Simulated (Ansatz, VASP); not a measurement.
## Al4P in VASP and in Ansatz

Contents of INCAR:

```
SYSTEM = Al4P
  PREC = Accurate
  ENCUT = 520
  EDIFF = 1E-6
  ISMEAR = 0
  SIGMA = 0.1
  LREAL = .False.
  LASPH = .True.
  NELM = 80
  ALGO = Normal
  ISIF = 2
  LWAVE = .False.
  LCHARG = .True.
  GGA = PE
  LELF = .True.
  LVHAR = .True.
  NBANDS = 16
```

File KPOINTS:

```
Automatic mesh
0
Gamma
  6 6 4
  0 0 0
```

File POSCAR:

```
Al4P
1.0
    3.8801772100      0.0000000000      0.0000000000
   -1.9400886000      3.3603320300      0.0000000000
    0.0000000000      0.0000000000      7.3512121000
Al P
4 1
Direct
    0.0000000000      0.0000000000      0.8185592100
    0.0000000000      0.0000000000      0.1814407900
    0.3333333300      0.6666666700      0.5000000000
    0.6666666700      0.3333333300      0.5000000000
    0.0000000000      0.0000000000      0.5000000000
```

Input for Ansatz:

```yaml
crystal:
  lattice:
    - [3.88017721, 0.0, 0.0]
    - [-1.9400886, 3.36033203, 0.0]
    - [0.0, 0.0, 7.3512121]
  atoms:
    - { symbol: Al, position: [0.0, 0.0, 0.81855921] }
    - { symbol: Al, position: [0.0, 0.0, 0.18144079] }
    - { symbol: Al, position: [0.33333333, 0.66666667, 0.5] }
    - { symbol: Al, position: [0.66666667, 0.33333333, 0.5] }
    - { symbol: P, position: [0.0, 0.0, 0.5] }
basis:
  ecutwfc: 420
kpoints:
  mp_grid: { grid: [6, 6, 4] }
hamiltonian:
  xc: pbe
scf:
  occupations: { method: gaussian, width: 0.1 }
  lower_state_search: "off"
output:
  forces: true
  stress: true
  eigenvalues: true
```

Alike in both runs: task single point; functional PBE; k mesh 6 × 6 × 4; occupations gaussian, width 0.1 eV; no spin polarisation.

|  | VASP | Ansatz |
| --- | --- | --- |
| version | VASP 6.6.1 | Ansatz 0.2.0 |
| potentials or method | VASP PAW PBE potentials, release 64 (Al, P), cutoff 520 eV | scalar-relativistic, plane waves, PAW |
| valence electrons in the cell | 17 | 17 |

```tsv
	VASP	Ansatz	Ansatz less VASP
gap on the k mesh at the Fermi level (eV)	none	none	-
pressure (GPa)	25.4	25.5	+0.07
traceless stress, the component that is largest in VASP (GPa)	-21.14	-21.12	+0.019
rms of the force components (eV/Å)	0.242	0.245	+0.0033
```

Atom by atom the forces differ by 0.003 eV/Å (rms over components). A gap of «none» marks a metal or a gap that the smearing closes.
